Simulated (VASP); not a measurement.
Set up this calculation in VASP 6.6.1, as the native input.

* Task: single point
* Functional: LDA
* Potentials or basis: VASP PAW LDA potentials, release 64 (Re_sv_GW)
* Cutoff: 560 eV
* k mesh: 11 × 11 × 6
* Occupations: fermi-dirac, width 0.05 eV
* Spin: no spin polarisation
* Dipole correction: no
* Further INCAR settings: ALGO = Normal; EDIFF = 1e-06; NBANDS = 22

The structure of Re lies in POSCAR:

```
Re
1.0
    2.7422705826      0.0000000000      0.0000000000
   -1.3711352913      2.3748759886      0.0000000000
    0.0000000000      0.0000000000      4.4282782931
Re
2
Direct
    0.6666666667      0.3333333333      0.7500000000
    0.3333333333      0.6666666667      0.2500000000
```

These files were run (other wordings do the same):

INCAR

```
SYSTEM = Re
PREC     = Accurate       ! precision mode
ENCUT    = 560            ! plane-wave cutoff, eV
EDIFF    = 1E-6           ! SCF threshold, eV
ISMEAR   = -1             ! smearing method
SIGMA    = 0.05           ! smearing width, eV
LREAL    = .False.        ! projectors in reciprocal space
LASPH    = .True.         ! aspherical terms in the spheres
NELM     = 120            ! most SCF steps
ALGO     = Normal         ! electronic algorithm
ISIF     = 2              ! what is computed and relaxed
LWAVE    = .False.        ! write WAVECAR
LCHARG   = .False.        ! write CHGCAR
GGA      = CA             ! functional
NBANDS   = 22             ! bands
GGA_COMPAT= .False.
```

KPOINTS

```
regular mesh
0
Gamma
  11 11 6
  0 0 0
```

Potentials or basis: VASP PAW LDA potentials, release 64 (Re_sv_GW).

Launch:

```sh
$ cat potpaw_LDA.64/Re_sv_GW/POTCAR > POTCAR
$ mpirun -np 1 vasp_std > vasp.out
```

It gave:

The pressure is -2.6 GPa. The band gap on the k mesh is zero (bands 15 and 16 overlap by 3.30 eV).

Caveat: spin-orbit coupling is left out, which moves the levels of the heavy elements.

Run time: 15 s on 1 thread of Intel(R) Xeon(R) 6975P-C (Granite Rapids), on a shared host, peak memory 0.17 GiB.
